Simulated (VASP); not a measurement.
**LiCl: single point with HSE06**

LiCl:

```
Li Cl
1.0
     0.00000    2.84346    2.84346
     2.84346    0.00000    2.84346
     2.84346    2.84346    0.00000
Li Cl
1 1
Direct
  0.00000 0.00000 0.00000
  0.25000 0.25000 0.25000
```

This cell differs from its parent crystal: strain +4.0%.

```json
{"Program": "VASP 6.6.1", "Task": "single point", "Functional": "HSE06", "Potentials or basis": "VASP PAW PBE potentials, release 64 (Li_sv, Cl)", "Cutoff": "520 eV", "k mesh": "6 × 6 × 6", "Occupations": "gaussian, width 0.01 eV", "Spin": "no spin polarisation"}
```

```
Band gap on the k mesh : 6.96 eV
```

Levels at points of the mesh, in eV from the valence-band top:
| k point | band 3 | band 4 | band 5 | band 6 | band 7 | band 8 |
| --- | --- | --- | --- | --- | --- | --- |
| (0.00, 0.00, 0.00) | 0.00 | 0.00 | 0.00 | 6.96 | 11.53 | 11.53 |
| (0.50, 0.00, 0.00) | -1.80 | -0.26 | -0.26 | 9.41 | 11.53 | 11.67 |
| (0.50, 0.50, 0.00) | -1.49 | -0.73 | -0.73 | 7.96 | 10.91 | 14.04 |

Run time: 6.1 min on 1 thread of Intel(R) Xeon(R) Platinum 8488C (Sapphire Rapids), with other jobs on the host, peak memory 0.28 GiB.

Caveat: the cell differs from its parent crystal (strain +4.0%); the structure was generated, so it needn't be the stable form of LiCl.
